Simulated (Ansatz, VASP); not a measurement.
One calculation of Ti, two programs

```
Ti
1.0
    -1.64221    1.64221    1.64221
     1.64221   -1.64221    1.64221
     1.64221    1.64221   -1.64221
Ti
1
Direct
  0.00000 0.00000 0.00000
```

Alike in both runs: functional revPBE; k mesh 13 × 13 × 13; occupations fermi-dirac, width 0.1 eV; no spin polarisation.

Ansatz relaxed the structure, and its values are those at the end. VASP's run is a single point on that final structure, the one shown.

```csv
,VASP,Ansatz
version,VASP 6.6.1,Ansatz 0.2.0
potentials or method,"VASP PAW PBE potentials, release 64 (Ti_sv), cutoff 520 eV","plane waves (420 eV) with PAW, scalar-relativistic"
valence electrons in the cell,12,12
```

|  | VASP | Ansatz | Ansatz less VASP |
| --- | --- | --- | --- |
| pressure (GPa) | -0.2 | 0.0 | +0.22 |

VASP's potentials were made for PBE, not for revPBE.
